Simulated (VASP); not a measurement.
The system is LiCl.

```
Li Cl
1.0
     3.92488    0.00000    0.00000
    -1.96244    3.39905    0.00000
     0.00000    0.00000    6.35716
Li Cl
2 2
Direct
  0.66667 0.33333 0.87602
  0.33333 0.66667 0.37602
  0.66667 0.33333 0.49898
  0.33333 0.66667 0.99898
```

| Quantity | Value |
| --- | --- |
| Program | VASP 6.6.1 |
| Task | relaxation of cell and atoms |
| Functional | PBEsol |
| Potentials or basis | VASP PAW PBE potentials, release 64 (Li_sv, Cl) |
| Cutoff | 600 eV |
| k mesh | 6 × 6 × 4 |
| Occupations | fermi-dirac, width 0.03 eV |
| Spin | no spin polarisation |

At the start: pressure -1.2 GPa; volume 21.20 Å³/atom.

Task: How do energy, volume and symmetry change on relaxing?

Result: Over 7 steps the energy falls by 4.5 meV/atom and the volume is 20.12 Å³/atom (-5.1 %); space group P6_3mc (No. 186, to 0.05 Å).

Step by step:
```csv
step,energy change (eV),largest force (eV/Å),pressure (GPa),volume (Å³)
1,0.0000,0.0173,-1.19,84.81
2,-0.0116,0.0178,-0.70,82.88
3,-0.0170,0.0189,-0.06,80.73
4,-0.0170,0.0191,0.01,80.49
5,-0.0171,0.0169,0.01,80.49
6,-0.0175,0.0113,0.01,80.49
7,-0.0179,0.0001,0.01,80.50
```

Final structure:
```
CELL_PARAMETERS angstrom
3.87386 0.00000 0.00000
-1.93693 3.35486 0.00000
0.00000 0.00000 6.19393
ATOMIC_POSITIONS crystal
Li 0.66667 0.33333 0.87819
Li 0.33333 0.66667 0.37819
Cl 0.66667 0.33333 0.49681
Cl 0.33333 0.66667 0.99681
```

Caveat: the cutoff is under 1.25 times the usual one of these potentials, so pressure, stress and relaxed cells hold a basis-set (Pulay) error; the PAW data sets were made with another functional, which shifts forces and pressure a little.
